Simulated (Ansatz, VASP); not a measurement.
**Two plane-wave programs on Al2O3**

POSCAR

```
Al2O3
1.0
    2.9708546968      0.0000000000      0.0000000000
   -1.4854273484      2.5728356383      0.0000000000
    0.0000000000      0.0000000000      9.6168570938
Al O
2 3
Direct
    0.0000000000      0.0000000000      0.1499923300
    0.0000000000      0.0000000000      0.8500076700
    0.3333333333      0.6666666667      0.2223169200
    0.6666666667      0.3333333333      0.0000000000
    0.3333333333      0.6666666667      0.7776830800
```

The input INCAR.step1:

```
  ALGO = Normal
  EDIFF = 1E-4
  ENCUT = 520
  GGA = PE
  ISMEAR = 0
  LASPH = T
  LCHARG = F
  LREAL = F
  LWAVE = T
  NBANDS = 20
  NELM = 60
  PREC = Accurate
  SIGMA = 0.05
```

Contents of INCAR.step2:

```
  ALGO = Normal
  EDIFF = 1E-6
  ENCUT = 520
  ISIF = 2
  ISMEAR = 0
  ISTART = 1
  LASPH = T
  LCHARG = T
  LELF = T
  LMIXTAU = T
  LREAL = F
  LVHAR = T
  LWAVE = F
  METAGGA = R2SCAN
  NBANDS = 20
  NELM = 60
  PREC = Accurate
  SIGMA = 0.05
```

File KPOINTS:

```
k-points
0
Gamma
  12 12 4
```

Input for Ansatz:

```yaml
crystal:
  lattice:
    - [2.9708546968, 0.0, 0.0]
    - [-1.4854273484, 2.5728356383, 0.0]
    - [0.0, 0.0, 9.6168570938]
  atoms:
    - { symbol: Al, position: [0.0, 0.0, 0.14999233] }
    - { symbol: Al, position: [0.0, 0.0, 0.85000767] }
    - { symbol: O, position: [0.3333333333, 0.6666666667, 0.22231692] }
    - { symbol: O, position: [0.6666666667, 0.3333333333, 0.0] }
    - { symbol: O, position: [0.3333333333, 0.6666666667, 0.77768308] }
basis:
  ecutwfc: 500
kpoints:
  mp_grid: { grid: [12, 12, 4] }
hamiltonian:
  xc: r2scan
scf:
  occupations: { method: gaussian, width: 0.05 }
output:
  forces: true
  stress: true
  eigenvalues: true
```

Change from the starting cell: strain +0.030 along x and y, +0.030 along z, atoms carried along.

Alike in both runs: task single point; functional r2SCAN; k mesh 12 × 12 × 4; occupations gaussian, width 0.05 eV; no spin polarisation.

|  | VASP | Ansatz |
| --- | --- | --- |
| version | VASP 6.6.1 | Ansatz 0.2.0 |
| potentials or method | VASP PAW PBE potentials, release 64 (Al, O), cutoff 520 eV | scalar-relativistic, plane waves, PAW |
| valence electrons in the cell | 24 | 24 |

Ansatz gave:

- gap on the k mesh at the Fermi level (eV): 4.84
- least direct gap on the mesh (eV): 5.01
- pressure (GPa): -14.8
- traceless stress, the component that is largest in VASP (GPa): 4.92
- rms of the force components (eV/Å): 0.498

Question: Which values does VASP return?

Answer: gap on the k mesh at the Fermi level (eV): 4.81; least direct gap on the mesh (eV): 4.99; pressure (GPa): -15.0; traceless stress, the component that is largest in VASP (GPa): 4.73; rms of the force components (eV/Å): 0.516.

VASP's potentials were made for PBE, not for r2SCAN. Atom by atom the forces differ by 0.018 eV/Å (rms over components). The functional is the same, so the differences come from potentials, cutoffs and numerics.
